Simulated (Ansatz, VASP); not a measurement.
## Two plane-wave programs on Se

```
Se
1.0
     4.03845    0.00000    0.00000
    -2.01923    3.49740    0.00000
     0.00000    0.00000    5.12065
Se
3
Direct
  0.24873 0.00000 0.33333
  0.00000 0.24873 0.66667
  0.75127 0.75127 0.00000
```

Alike in both runs: functional PBEsol; k mesh 9 × 9 × 6; occupations gaussian, width 0.02 eV; no spin polarisation.

Ansatz relaxed the structure, and its values are those at the end. VASP's run is a single point on that final structure, the one shown.

|  | VASP | Ansatz |
| --- | --- | --- |
| version | VASP 6.6.1 | Ansatz 0.2.0 |
| potentials or method | VASP PAW PBE potentials, release 64 (Se), cutoff 520 eV | scalar-relativistic, plane waves, PAW |
| valence electrons in the cell | 18 | 48 |

|  | VASP | Ansatz | Ansatz less VASP |
| --- | --- | --- | --- |
| gap on the k mesh at the Fermi level (eV) | 0.44 | 0.45 | +0.008 |
| least direct gap on the mesh (eV) | 0.44 | 0.45 | +0.008 |
| pressure (GPa) | 0.2 | 0.0 | -0.18 |
| rms of the force components (eV/Å) | 0.018 | 0.000 | -0.0180 |

VASP's potentials were made for PBE, not for PBEsol, and Ansatz warns of the same on its side. VASP's potentials hold 18 valence electrons a cell and Ansatz's 48, so a difference there can come from the potentials and not from the codes.
